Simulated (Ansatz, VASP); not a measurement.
**Two plane-wave programs on NiO**

```xyz
2
Lattice="0.0000 2.0932 2.0932 2.0932 0.0000 2.0932 2.0932 2.0932 0.0000" Properties=species:S:1:pos:R:3 pbc="T T T"
Ni    0.0000    0.0000    0.0000
O     2.0932    2.0932    2.0932
```

Alike in both runs: task relaxation of cell and atoms; functional PBE; k mesh 8 × 8 × 8; occupations gaussian, width 0.1 eV; collinear spin.

|  | VASP | Ansatz |
| --- | --- | --- |
| version | VASP 6.6.1 | Ansatz 0.2.0 |
| potentials or method | VASP PAW PBE potentials, release 64 (Ni, O), cutoff 600 eV | scalar-relativistic, plane waves, PAW |
| valence electrons in the cell | 16 | 24 |

```tsv
	VASP	Ansatz	Ansatz less VASP
gap on the k mesh at the Fermi level, each at its own relaxed structure (eV)	none	none	-
net moment per atom (μB)	0.92	0.93	+0.007
size of the moment on the site where the two differ most (μB)	0.29	0.31	+0.019
relaxed volume (Å³/atom)	9.37	9.38	+0.009
relaxed cell length with the largest relative difference (Å)	2.982	2.983	+0.0009
```

Site moments also hang on the region over which each program counts them. A gap of «none» marks a metal or a gap that the smearing closes. VASP's potentials hold 16 valence electrons a cell and Ansatz's 24, so a difference there can come from the potentials and not from the codes.
